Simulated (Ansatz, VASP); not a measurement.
# Rh: VASP beside Ansatz

Contents of INCAR:

```
SYSTEM = Rh
PREC = Accurate
ENCUT = 500
EDIFF = 1E-6
ISMEAR = 0
SIGMA = 0.1
LREAL = .FALSE.
LASPH = .TRUE.
NELM = 120
ALGO = Normal
ISIF = 2
LWAVE = .FALSE.
LCHARG = .FALSE.
GGA = PE
NBANDS = 14
GGA_COMPAT = .FALSE.
```

File KPOINTS:

```
regular mesh
0
G
  8 8 8
  0 0 0
```

The input POSCAR:

```
Rh
1.0
    0.0000000000      1.9015500000      1.9015500000
    1.9015500000      0.0000000000      1.9015500000
    1.9015500000      1.9015500000      0.0000000000
Rh
1
Direct
    0.0000000000      0.0000000000      0.0000000000
```

Input for Ansatz:

```yaml
crystal:
  lattice:
    - [0.0, 1.90155, 1.90155]
    - [1.90155, 0.0, 1.90155]
    - [1.90155, 1.90155, 0.0]
  atoms:
    - { symbol: Rh, position: [0.0, 0.0, 0.0] }
basis:
  ecutwfc: 420
kpoints:
  mp_grid: { grid: [8, 8, 8] }
hamiltonian:
  xc: pbe
  pseudopotentials: { kind: paw, azcp: { folder: soft_1 } }
scf:
  occupations: { method: gaussian, width: 0.1 }
output:
  forces: true
  stress: true
  eigenvalues: true
```

Alike in both runs: task single point; functional PBE; k mesh 8 × 8 × 8; occupations gaussian, width 0.1 eV; no spin polarisation.

|  | VASP | Ansatz |
| --- | --- | --- |
| version | VASP 6.6.1 | Ansatz 0.2.0 |
| potentials or method | VASP PAW PBE potentials, release 64 (Rh_pv), cutoff 500 eV | scalar-relativistic, plane waves, PAW |
| valence electrons in the cell | 15 | 17 |

```csv
,VASP,Ansatz,Ansatz less VASP
gap on the k mesh at the Fermi level (eV),none,none,-
pressure (GPa),6.7,6.6,-0.07
```

A gap of «none» marks a metal or a gap that the smearing closes. VASP's potentials hold 15 valence electrons a cell and Ansatz's 17, so a difference there can come from the potentials and not from the codes.
